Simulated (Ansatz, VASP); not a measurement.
# V: VASP beside Ansatz

File INCAR:

```
AGGAC = 1.0 ; AGGAX = 1.0
ALDAC = 0.0 ; ALDAX = 1.0
ALGO = Normal ; EDIFF = 1E-6
ENCUT = 520 ; GGA = B5
ISIF = 2 ; ISMEAR = -1
LASPH = True ; LCHARG = True
LELF = True ; LREAL = False
LVHAR = True ; LWAVE = False
NBANDS = 12 ; NELM = 60
PREC = Accurate ; SIGMA = 0.1
```

Contents of KPOINTS:

```
k-points
0
Gamma
  16 16 16
```

POSCAR

```
V
1.0
    0.0000000000      1.8471982803      1.8471982803
    1.8471982803      0.0000000000      1.8471982803
    1.8471982803      1.8471982803      0.0000000000
V
1
Direct
    0.0000000000      0.0000000000      0.0000000000
```

Input for Ansatz:

```yaml
crystal:
  lattice:
    - [0.0, 1.8471982803, 1.8471982803]
    - [1.8471982803, 0.0, 1.8471982803]
    - [1.8471982803, 1.8471982803, 0.0]
  atoms:
    - { symbol: V, position: [0.0, 0.0, 0.0] }
hamiltonian:
  xc: blyp
  pseudopotentials:
    kind: paw
    azcp:
      V: "pseudopotentials/V.paw.azcp"
basis:
  ecutwfc: 420
  fft_grid_basis: typed
kpoints:
  mp_grid: { grid: [16, 16, 16], shift: [0, 0, 0] }
magnetization:
  spin_polarized: false
scf:
  occupations: { method: fermi_dirac, width: 0.1 }
  lower_state_search: "off"
output:
  stress: true
```

Alike in both runs: task single point; functional BLYP; k mesh 16 × 16 × 16; occupations fermi-dirac, width 0.1 eV; no spin polarisation.

|  | VASP | Ansatz |
| --- | --- | --- |
| version | VASP 6.6.1 | Ansatz 0.2.0 |
| potentials or method | VASP PAW PBE potentials, release 64 (V_sv), cutoff 520 eV | plane waves (420 eV) with PAW, scalar-relativistic |
| valence electrons in the cell | 13 | 13 |

```csv
,VASP,Ansatz,Ansatz less VASP
pressure (GPa),26.8,26.4,-0.39
```

VASP's potentials were made for PBE, not for BLYP.
